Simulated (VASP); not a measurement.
Input of a VASP 6.6.1 run:

INCAR

```
  ALGO = Normal
  EDIFF = 1E-7
  ENCUT = 520
  GGA = PE
  ISIF = 2
  ISMEAR = -1
  LASPH = True
  LCHARG = False
  LREAL = False
  LWAVE = False
  NBANDS = 12
  NELM = 80
  PREC = Accurate
  SIGMA = 0.05
```

KPOINTS

```
k-points
0
Gamma
  15 15 15
```

File POSCAR:

```
Au
1.0
    2.7485729943      0.0000000000      0.0000000000
    0.0000000000      2.7485729943      0.0000000000
    0.0000000000      0.0000000000      2.7485729943
Au
1
Direct
    0.0000000000      0.0000000000      0.0000000000
```

Potentials or basis: VASP PAW PBE potentials, release 64 (Au).

Command:

```sh
$ cat potpaw_PBE.64/Au/POTCAR > POTCAR
$ mpirun -np 1 vasp_std > vasp.out
```

Task: What does it give for the pressure?

Result: -0.2 GPa.

Task: Predict the band gap on the k mesh.

Result: Zero (an odd number of electrons rules out a gap without spin polarisation).

Caveat: spin-orbit coupling is left out, which moves the levels of the heavy elements.
